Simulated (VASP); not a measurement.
Ti: relaxation of cell and atoms with LDA

Ti:

```xyz
1
Lattice="-1.3412 1.3412 1.3412 1.3412 -1.3412 1.3412 1.3412 1.3412 -1.3412" Properties=species:S:1:pos:R:3 pbc="T T T"
Ti    0.0000    0.0000    0.0000
```

```json
{
 "Program": "VASP 6.6.1",
 "Task": "relaxation of cell and atoms",
 "Functional": "LDA",
 "Potentials or basis": "VASP PAW LDA potentials, release 64 (Ti_sv)",
 "Cutoff": "600 eV",
 "k mesh": "20 × 20 × 20",
 "Occupations": "fermi-dirac, width 0.1 eV",
 "Spin": "no spin polarisation",
 "Target pressure": "140 GPa",
 "Dipole correction": "no",
 "Further INCAR settings": "ALGO = Normal; EDIFF = 1e-06; IBRION = 2; EDIFFG = -0.005; NSW = 60; ISIF = 3"
}
```

- Relaxed volume: 9.29 Å³/atom
- Relaxed cell: a = 2.294 Å, b = 2.294 Å, c = 2.294 Å, α = 109.47°, β = 109.47°, γ = 109.47°
- Space group after relaxing (to 0.05 Å): Im-3m (No. 229)
- Energy change on relaxing (the enthalpy is what falls): +295.7 meV/atom
- Ionic steps: 4
- Pressure after relaxing: 139.9 GPa
- Band gap on the k mesh: zero (band 6 reaches 17.37 eV, above the bottom of band 7 at 15.33 eV)

The path:
```
step  energy change (eV)  largest force (eV/Å)  pressure (GPa)  volume (Å³)
   1              0.0000                0.0000          123.16         9.65
   2              1.3395                0.0000          203.51         8.30
   3              0.2815                0.0000          139.10         9.31
   4              0.2957                0.0000          139.92         9.29
```

Final structure:
```yaml
crystal:
  lattice:
    - [-1.32428, 1.32428, 1.32428]
    - [1.32428, -1.32428, 1.32428]
    - [1.32428, 1.32428, -1.32428]
  atoms:
    - { symbol: Ti, position: [0.00000, 0.00000, 0.00000] }
```

Levels at points of the mesh, in eV from the Fermi level:
```
           k point  band 4  band 5  band 6  band 7  band 8  band 9
(0.00, 0.00, 0.00)  -29.82   -5.81    1.09    1.09    1.09    4.69
(0.50, 0.00, 0.00)  -29.92   -4.63   -1.93    5.04    5.64    5.69
(0.50, 0.50, 0.50)  -32.41   -5.56   -5.56    7.66    7.66    7.66
```

It took 2.6 min on 1 thread of Intel Xeon 8259CL (shared host), peak memory 0.16 GiB.

Caveat: the cell is relaxed towards a set pressure, so the enthalpy falls and the energy may rise.
